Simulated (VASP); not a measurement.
Wanted: the native input for a VASP 6.6.1 run.

- Task: electric field gradients
- Functional: PBE
- Potentials or basis: VASP PAW PBE potentials, release 64 (B, N)
- Cutoff: 520 eV
- k mesh: 13 × 13 × 13
- Occupations: fermi-dirac, width 0.03 eV
- Spin: no spin polarisation
- Dipole correction: no
- Further INCAR settings: ALGO = Normal; EDIFF = 1e-08; NBANDS = 11

The structure of BN lies in POSCAR:

```
BN
1.0
    0.0000000000      1.7706018915      1.7706018915
    1.7706018915      0.0000000000      1.7706018915
    1.7706018915      1.7706018915      0.0000000000
B N
1 1
Direct
    0.0000000000      0.0000000000      0.0000000000
    0.7500000000      0.7500000000      0.7500000000
```

This cell differs from its parent crystal: volume scaled by 0.94.

These files were run (other wordings do the same):

INCAR

```
SYSTEM = BN
  PREC = Accurate
  ENCUT = 520
  EDIFF = 1E-8
  ISMEAR = -1
  SIGMA = 0.03
  LREAL = .FALSE.
  LASPH = .TRUE.
  NELM = 100
  ALGO = Normal
  ISIF = 2
  LWAVE = .FALSE.
  LCHARG = .FALSE.
  GGA = PE
  LEFG = .TRUE.
  NBANDS = 11
```

KPOINTS

```
regular mesh
0
G
  13 13 13
  0 0 0
```

Potentials or basis: VASP PAW PBE potentials, release 64 (B, N).

Command:

```sh
$ cat potpaw_PBE.64/B/POTCAR potpaw_PBE.64/N/POTCAR > POTCAR
$ mpirun -np 1 vasp_std > vasp.out
```

Results of the run:

```json
{
 "Pressure": "30.0 GPa",
 "Band gap on the k mesh": "4.60 eV, indirect (least direct gap 9.12 eV)"
}
```

Caveat: without QUAD_EFG the Cq values of the log hold for a quadrupole moment of 1 mb, not for the nuclei.

It took 7.6 s on 1 thread of Intel(R) Xeon(R) Platinum 8488C (Sapphire Rapids) (shared host), peak memory 0.12 GiB.
